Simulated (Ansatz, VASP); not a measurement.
## One calculation of MnSb, two programs

Contents of INCAR:

```
PREC = Accurate ; ENCUT = 600
EDIFF = 1E-6 ; ISMEAR = 0
SIGMA = 0.05 ; LREAL = F
LASPH = T ; NELM = 60
ALGO = Normal ; ISIF = 3
LWAVE = F ; LCHARG = F
GGA = PE ; IBRION = 2
NSW = 50 ; EDIFFG = -0.01
```

File KPOINTS:

```
regular mesh
0
Gamma
  12 12 8
```

File POSCAR:

```
MnSb
1.0
    4.1185275600      0.0000000000      0.0000000000
   -2.0592637800      3.5667494931      0.0000000000
    0.0000000000      0.0000000000      4.8044609997
Mn Sb
2 2
Direct
    0.0000000000      0.0000000000      0.0000000000
    0.0000000000      0.0000000000      0.5000000000
    0.3333333333      0.6666666667      0.2500000000
    0.6666666667      0.3333333333      0.7500000000
```

Input for Ansatz:

```yaml
crystal:
  lattice:
    - [4.11852756, 0.0, 0.0]
    - [-2.05926378, 3.5667494931, 0.0]
    - [0.0, 0.0, 4.8044609997]
  atoms:
    - { symbol: Mn, position: [0.0, 0.0, 0.0] }
    - { symbol: Mn, position: [0.0, 0.0, 0.5] }
    - { symbol: Sb, position: [0.3333333333, 0.6666666667, 0.25] }
    - { symbol: Sb, position: [0.6666666667, 0.3333333333, 0.75] }
basis:
  ecutwfc: 420
  ecutrho_ratio: 4
kpoints:
  mp_grid: { grid: [12, 12, 8] }
hamiltonian:
  xc: pbe
scf:
  occupations: { method: gaussian, width: 0.05 }
output:
  forces: true
  stress: true
  eigenvalues: true
relax:
  f_tol: 0.01
  max_steps: 30
  cell: { stress_tol: 0.04 }
```

Alike in both runs: task relaxation of cell and atoms; functional PBE; k mesh 12 × 12 × 8; occupations gaussian, width 0.05 eV; no spin polarisation.

|  | VASP | Ansatz |
| --- | --- | --- |
| version | VASP 6.6.1 | Ansatz 0.2.0 |
| potentials or method | VASP PAW PBE potentials, release 64 (Mn_pv, Sb), cutoff 600 eV | scalar-relativistic, plane waves, PAW |
| valence electrons in the cell | 36 | 60 |

|  | VASP | Ansatz | Ansatz less VASP |
| --- | --- | --- | --- |
| gap on the k mesh at the Fermi level, each at its own relaxed structure (eV) | none | none | - |
| relaxed volume (Å³/atom) | 17.62 | 17.64 | +0.022 |
| relaxed length of the cell vector where the two differ most in proportion (Å) | 4.114 | 4.119 | +0.0041 |

A gap of «none» marks a metal or a gap that the smearing closes. VASP's potentials hold 36 valence electrons a cell and Ansatz's 60, so a difference there can come from the potentials and not from the codes.

Spin-orbit coupling is off throughout.
